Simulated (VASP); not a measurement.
Input of a VASP 6.6.1 run:

INCAR

```
  ALGO = Normal
  EDIFF = 1E-6
  ENCUT = 520
  GGA = PS
  ISIF = 2
  ISMEAR = 1
  LASPH = T
  LCHARG = F
  LREAL = F
  LWAVE = F
  NBANDS = 14
  NELM = 100
  PREC = Accurate
  SIGMA = 0.1
```

KPOINTS

```
k-points
0
Gamma
  9 9 3
```

File POSCAR:

```
Al
1.0
    2.8043364215      0.0000000000      0.0000000000
   -1.4021682107      2.4286265818      0.0000000000
    0.0000000000      0.0000000000      9.3086852492
Al
4
Direct
    0.0000000000      0.0000000000      0.0000000000
    0.0000000000      0.0000000000      0.5000000000
    0.3333333333      0.6666666667      0.2500000000
    0.6666666667      0.3333333333      0.7500000000
```

Potentials or basis: VASP PAW PBE potentials, release 64 (Al).

Command:

```sh
$ cat potpaw_PBE.64/Al/POTCAR > POTCAR
$ mpirun -np 1 vasp_std > vasp.out
```

(1) Estimate the pressure.

(2) Estimate the band gap on the k mesh.

Answers

(1) 2.1 GPa.

(2) zero (band 6 reaches 12.16 eV, above the bottom of band 7 at 7.05 eV).

Caveat: the PAW data sets were made with another functional, which shifts forces and pressure a little.
